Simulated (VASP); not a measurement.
Set up this calculation in VASP 6.6.1, as the native input.

```
Task                   : single point
Functional             : PBEsol
Potentials or basis    : VASP PAW PBE potentials, release 64 (C)
Cutoff                 : 520 eV
k mesh                 : 24 × 24 × 24
Occupations            : fermi-dirac, width 0.08 eV
Spin                   : no spin polarisation
Dipole correction      : no
Further INCAR settings : ALGO = Normal; EDIFF = 1e-06; NBANDS = 8
```

The structure of C lies in POSCAR:

```
C
1.0
    0.0000000000      1.2212799362      1.2212799362
    1.2212799362      0.0000000000      1.2212799362
    1.2212799362      1.2212799362      0.0000000000
C
1
Direct
    0.0000000000      0.0000000000      0.0000000000
```

This cell differs from its parent crystal: volume scaled by 0.52.

The input as run:

INCAR

```
  PREC = Accurate
  ENCUT = 520
  EDIFF = 1E-6
  ISMEAR = -1
  SIGMA = 0.08
  LREAL = False
  LASPH = True
  NELM = 100
  ALGO = Normal
  ISIF = 2
  LWAVE = False
  LCHARG = True
  GGA = PS
  LELF = True
  LVHAR = True
  NBANDS = 8
```

KPOINTS

```
regular mesh
0
Gamma
  24 24 24
```

Potentials or basis: VASP PAW PBE potentials, release 64 (C).

Run with:

```console
$ cat potpaw_PBE.64/C/POTCAR > POTCAR
$ mpirun -np 1 vasp_std > vasp.out
```

Results of the run:

| Quantity | Value |
| --- | --- |
| Pressure | 355.3 GPa |
| Band gap on the k mesh | zero (band 2 reaches 35.34 eV, above the bottom of band 3 at 15.57 eV) |

Caveat: the PAW data sets were made with another functional, which shifts forces and pressure a little.

Wall time 10 s on 1 thread of Intel(R) Xeon(R) Platinum 8259CL CPU @ 2.50GHz (Skylake/Cascade Lake) (shared host), peak memory 0.11 GiB.
